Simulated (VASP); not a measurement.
Wanted: the native input for a VASP 6.6.1 run.

```
Task                   : single point
Functional             : PBEsol
Potentials or basis    : VASP PAW PBE potentials, release 64 (Ti_sv, C)
Cutoff                 : 520 eV
k mesh                 : 9 × 9 × 9
Occupations            : fermi-dirac, width 0.05 eV
Spin                   : no spin polarisation
Dipole correction      : no
Further INCAR settings : ALGO = Normal; EDIFF = 1e-07; NBANDS = 15
```

The structure of TiC lies in POSCAR:

```
TiC
1.0
    0.0000000000      2.1657188437      2.1873760321
    2.1657188437      0.0000000000      2.1873760321
    2.1657188437      2.1657188437      0.0000000000
Ti C
1 1
Direct
    0.0000000000      0.0000000000      0.0000000000
    0.5000000000      0.5000000000      0.5000000000
```

These files were run (other wordings do the same):

INCAR

```
PREC = Accurate
ENCUT = 520
EDIFF = 1E-7
ISMEAR = -1
SIGMA = 0.05
LREAL = False
LASPH = True
NELM = 80
ALGO = Normal
ISIF = 2
LWAVE = False
LCHARG = False
GGA = PS
NBANDS = 15
```

KPOINTS

```
regular mesh
0
Gamma
  9 9 9
```

Potentials or basis: VASP PAW PBE potentials, release 64 (Ti_sv, C).

Run with:

```sh
$ cat potpaw_PBE.64/Ti_sv/POTCAR potpaw_PBE.64/C/POTCAR > POTCAR
$ mpirun -np 1 vasp_std > vasp.out
```

It gave:

| Property | Result |
| --- | --- |
| Pressure | -8.7 GPa |
| Band gap on the k mesh | zero (band 8 reaches 9.87 eV, above the bottom of band 9 at 8.78 eV) |

Caveat: the PAW data sets were made with another functional, which shifts forces and pressure a little.

Wall time 9.6 s on 1 thread of Intel(R) Xeon(R) 6975P-C (Granite Rapids), with other jobs on the host, peak memory 0.15 GiB.
